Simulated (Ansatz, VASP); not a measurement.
HfSi4: VASP beside Ansatz

```xyz
5
Lattice="-2.5377 2.5377 3.9719 2.5377 -2.5377 3.9719 2.5377 2.5377 -3.9719" Properties=species:S:1:pos:R:3 pbc="T T T"
Hf    0.0000    0.0000    0.0000
Si    0.0000    0.0000    2.7585
Si    0.0000    0.0000    5.1853
Si    0.0000    2.5377    0.0000
Si    2.5377    0.0000    0.0000
```

Change from the starting cell: species swapped into the PbF4 type (I4/mmm, No. 139).

Alike in both runs: functional PBE; k mesh 10 × 10 × 10; occupations gaussian, width 0.1 eV; no spin polarisation.

Ansatz relaxed the structure, and its values are those at the end. VASP's run is a single point on that final structure, the one shown.

```csv
,VASP,Ansatz
version,VASP 6.6.1,Ansatz 0.2.0
potentials or method,"VASP PAW PBE potentials, release 64 (Hf_pv, Si), cutoff 520 eV","scalar-relativistic, plane waves, PAW"
valence electrons in the cell,26,42
```

```csv
,VASP,Ansatz,Ansatz less VASP
gap on the k mesh at the Fermi level (eV),none,none,-
pressure (GPa),0.1,0.0,-0.09
rms of the force components (eV/Å),0.007,0.000,-0.0068
```

A gap of «none» marks a metal or a gap that the smearing closes. VASP's potentials hold 26 valence electrons a cell and Ansatz's 42, so a difference there can come from the potentials and not from the codes.

Spin-orbit coupling is off throughout.
